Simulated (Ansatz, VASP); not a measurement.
**AlGa3P4 in VASP and in Ansatz**

```
Al Ga P
1.0
     3.89556    0.00000    0.00000
     0.00000    3.89556    0.00000
     0.00000    0.00000   11.00713
Al Ga P
1 3 4
Cartesian
  1.9478 1.9478 0.0000
  0.0000 0.0000 8.2551
  1.9478 1.9478 5.5036
  0.0000 0.0000 2.7521
  1.9478 0.0000 4.1282
  0.0000 1.9478 1.3697
  1.9478 0.0000 9.6374
  0.0000 1.9478 6.8789
```

Alike in both runs: functional PBE; k mesh 8 × 8 × 4; occupations gaussian, width 0.02 eV; no spin polarisation.

Ansatz relaxed the structure, and its values are those at the end. VASP's run is a single point on that final structure, the one shown.

```csv
,VASP,Ansatz
version,VASP 6.6.1,Ansatz 0.2.0
potentials or method,"VASP PAW PBE potentials, release 64 (Al, Ga_d, P), cutoff 520 eV","scalar-relativistic, plane waves, PAW"
valence electrons in the cell,62,62
```

```csv
,VASP,Ansatz,Ansatz less VASP
gap on the k mesh at the Fermi level (eV),1.62,1.62,+0.002
least direct gap on the mesh (eV),1.69,1.69,+0.001
pressure (GPa),0.0,0.0,+0.03
```

With one functional, cell and mesh, what is left measures potentials, basis and numerics.
